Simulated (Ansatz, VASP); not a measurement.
**One calculation of Hf, two programs**

File INCAR:

```
PREC     = Accurate       # precision mode
ENCUT    = 520            # plane-wave cutoff, eV
EDIFF    = 1E-6           # SCF threshold, eV
ISMEAR   = 0              # smearing method
SIGMA    = 0.1            # smearing width, eV
LREAL    = F              # projectors in reciprocal space
LASPH    = T              # aspherical terms in the spheres
NELM     = 150            # most SCF steps
ALGO     = Normal         # electronic algorithm
ISIF     = 2              # what is computed and relaxed
LWAVE    = F              # write WAVECAR
LCHARG   = F              # write CHGCAR
MAGMOM   = 0 0 0          # initial moments
LORBIT   = 11             # projections on sites
LSORBIT  = T              # spin-orbit coupling
GGA_COMPAT= F            
LORBMOM  = T            
LMAXMIX  = 4              # l up to which the mixer works
GGA      = PE             # functional
NBANDS   = 21             # bands
```

File KPOINTS:

```
Automatic mesh
0
Gamma
  16 16 16
```

Contents of POSCAR:

```
Hf
1.0
   -1.7723126184      1.7723126184      1.7723126184
    1.7723126184     -1.7723126184      1.7723126184
    1.7723126184      1.7723126184     -1.7723126184
Hf
1
Direct
    0.0000000000      0.0000000000      0.0000000000
```

Input for Ansatz:

```yaml
crystal:
  lattice:
    - [-1.7723126184, 1.7723126184, 1.7723126184]
    - [1.7723126184, -1.7723126184, 1.7723126184]
    - [1.7723126184, 1.7723126184, -1.7723126184]
  atoms:
    - { symbol: Hf, position: [0.0, 0.0, 0.0] }
basis:
  ecutwfc: 420
kpoints:
  mp_grid: { grid: [16, 16, 16] }
  band_path:
    path:
      - [[0.0, 0.0, 0.0], [0.5, -0.5, 0.5], [0.0, 0.0, 0.5], [0.0, 0.0, 0.0], [0.25, 0.25, 0.25], [0.5, -0.5, 0.5]]
      - [[0.25, 0.25, 0.25], [0.0, 0.0, 0.5]]
    npoints: 10
hamiltonian:
  xc: pbe
scf:
  occupations: { method: gaussian, width: 0.1 }
output:
  forces: true
  stress: true
  eigenvalues: true
  populations: true
  dos: { projected: true, de: 0.02 }
  bader: false
  write_density: true
  write_potential: true
  elf: true
  volumetric_format: npy
magnetization:
  noncollinear: true
  spin_orbit: true
```

Alike in both runs: task single point; functional PBE; k mesh 16 × 16 × 16; occupations gaussian, width 0.1 eV; non-collinear spin, spin-orbit coupling.

|  | VASP | Ansatz |
| --- | --- | --- |
| version | VASP 6.6.1 | Ansatz 0.2.0 |
| potentials or method | VASP PAW PBE potentials, release 64 (Hf_pv), cutoff 520 eV | plane waves, PAW |
| valence electrons in the cell | 10 | 26 |

```tsv
	VASP	Ansatz	Ansatz less VASP
pressure (GPa)	-0.7	-0.3	+0.46
net moment per atom (μB)	0.00	0.00	0.000
```

VASP's potentials hold 10 valence electrons a cell and Ansatz's 26, so a difference there can come from the potentials and not from the codes.
